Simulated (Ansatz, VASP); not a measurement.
## BAs in VASP and in Ansatz

Contents of INCAR:

```
PREC = Accurate ; ENCUT = 500
EDIFF = 1E-6 ; ISMEAR = -5
SIGMA = 0.1 ; LREAL = False
LASPH = True ; NELM = 200
ALGO = Normal ; ISIF = 2
LWAVE = False ; LCHARG = False
ISPIN = 2 ; MAGMOM = 0.5 0
LORBIT = 11 ; NBANDS = 15
GGA_COMPAT = False
```

File KPOINTS:

```
regular mesh
0
Gamma
  10 10 10
```

The input POSCAR:

```
BAs
1.0
    0.0000000000      2.3885000000      2.3885000000
    2.3885000000      0.0000000000      2.3885000000
    2.3885000000      2.3885000000      0.0000000000
As B
1 1
Direct
    0.7500000000      0.7500000000      0.7500000000
    0.0000000000      0.0000000000      0.0000000000
```

File input.yaml:

```yaml
crystal:
  lattice:
    - [0.0, 2.3885, 2.3885]
    - [2.3885, 0.0, 2.3885]
    - [2.3885, 2.3885, 0.0]
  atoms:
    - { symbol: As, position: [0.75, 0.75, 0.75], spin: 0.5 }
    - { symbol: B, position: [0.0, 0.0, 0.0] }
hamiltonian:
  xc: lda
  pseudopotentials: { kind: paw }
magnetization:
  spin_polarized: true
kpoints:
  mp_grid: { grid: [10, 10, 10] }
scf:
  occupations: { method: tetrahedron }
output:
  forces: true
  stress: true
```

Alike in both runs: task single point; functional LDA; k mesh 10 × 10 × 10; occupations tetrahedron; collinear spin.

|  | VASP | Ansatz |
| --- | --- | --- |
| version | VASP 6.6.1 | Ansatz 0.2.0 |
| potentials or method | VASP PAW LDA potentials, release 64 (As, B) | Ansatz PAW |
| plane-wave cutoff (eV) | 500 | 420 |
| valence electrons in the cell | 8 | 18 |

```csv
,VASP,Ansatz,Ansatz less VASP
gap on the k mesh at the Fermi level (eV),1.12,1.13,+0.007
least direct gap on the mesh (eV),3.25,3.25,+0.004
pressure (GPa),-3.1,-3.9,-0.86
net moment per atom (μB),0.00,0.00,0.000
```

LDA's correlation is that of Perdew and Zunger in VASP and of Perdew and Wang (1992) in Ansatz. VASP's potentials hold 8 valence electrons a cell and Ansatz's 18, so a difference there can come from the potentials and not from the codes.
